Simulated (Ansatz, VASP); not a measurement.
# MoS2: VASP beside Ansatz

```
Mo S
1.0
     3.16100    0.00000    0.00000
    -1.58050    2.73751    0.00000
     0.00000    0.00000   12.29500
Mo S
2 4
Cartesian
  0.0000 1.8250 3.0737
  1.5805 0.9125 9.2212
  0.0000 1.8250 7.7151
  1.5805 0.9125 1.5676
  0.0000 1.8250 10.7274
  1.5805 0.9125 4.5799
```

Alike in both runs: task single point; functional PBE; k mesh 7 × 7 × 2; occupations gaussian, width 0.05 eV; collinear spin; Hubbard terms Mo d U = 4.0 eV.

|  | VASP | Ansatz |
| --- | --- | --- |
| version | VASP 6.6.1 | Ansatz 0.2.0 |
| potentials or method | VASP PAW PBE potentials, release 64 (Mo_sv, S), cutoff 520 eV | scalar-relativistic, plane waves, PAW |
| valence electrons in the cell | 52 | 52 |

|  | VASP | Ansatz | Ansatz less VASP |
| --- | --- | --- | --- |
| gap on the k mesh at the Fermi level (eV) | 0.99 | 0.93 | -0.063 |
| least direct gap on the mesh (eV) | 2.04 | 1.95 | -0.092 |
| pressure (GPa) | 11.2 | 8.8 | -2.37 |
| traceless stress, the component that is largest in VASP (GPa) | 4.49 | 4.30 | -0.187 |
| rms of the force components (eV/Å) | 0.697 | 0.566 | -0.1308 |
| net moment per atom (μB) | 0.00 | 0.00 | 0.000 |

The programs project onto different local orbitals, so the same U acts differently, and such runs can settle in different states. Atom by atom the forces differ by 0.131 eV/Å (rms over components). Ansatz's warnings: seeded moment not kept.
